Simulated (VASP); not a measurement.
**TiC: single point with PBE**

The system is TiC.

```
CELL_PARAMETERS angstrom
0.00000 2.16400 2.16400
2.16400 0.00000 2.16400
2.16400 2.16400 0.00000
ATOMIC_POSITIONS crystal
Ti 0.04621 0.04621 0.95379
C 0.50000 0.50000 0.50000
```

This cell differs from its parent crystal: all Ti atoms moved -0.200 Å, as atom 1 towards its neighbour atom 2 (C) at 2.164 Å.

```json
{
  "Program": "VASP 6.6.1",
  "Task": "single point",
  "Functional": "PBE",
  "Potentials or basis": "VASP PAW PBE potentials, release 64 (Ti_sv, C)",
  "Cutoff": "520 eV",
  "k mesh": "18 × 18 × 18",
  "Occupations": "gaussian, width 0.15 eV",
  "Spin": "no spin polarisation"
}
```

```yaml
Pressure: 6.0 GPa
Largest_force: 1.988 eV/Å
Band_gap_on_the_k_mesh: zero (bands 8 and 9 overlap by 1.04 eV)
```

Forces in eV/Å, atoms in the order of the input:
```
Ti   0.000  0.000 -1.988
C    0.000  0.000  1.988
```

Stress tensor (GPa, compression positive):
```
 1.70  0.00  0.00
 0.00  1.70  0.00
 0.00  0.00 14.53
```

Levels at points of the mesh, in eV from the Fermi level:
```
           k point  band 4  band 5  band 6  band 7  band 8  band 9  band 10  band 11  band 12  band 13
(0.00, 0.00, 0.00)  -32.64  -12.42   -0.16   -0.16    0.06    0.65     1.68     2.56     2.56     3.57
(0.50, 0.00, 0.00)  -32.70   -8.99   -5.86   -2.92   -2.87    2.80     2.90     4.08     6.95     7.87
(0.50, 0.50, 0.00)  -32.82  -10.12   -3.32   -1.68   -0.08   -0.08     2.69     3.47     3.47     5.39
(0.00, 0.50, 0.50)  -32.82  -10.11   -3.49   -2.42   -0.32    0.81     3.09     3.46     3.47     5.76
```

Wall time 3.1 min on 1 thread of Intel Xeon 8259CL, on a shared host, peak memory 0.27 GiB.

Caveat: the cell differs from its parent crystal (all Ti atoms moved -0.200 Å, as atom 1 towards its neighbour atom 2 (C) at 2.164 Å); the stress differs along the axes, from 2 to 15 GPa; forces of over 1 eV/Å act on the atoms, so gaps and moduli don't describe the material at rest.
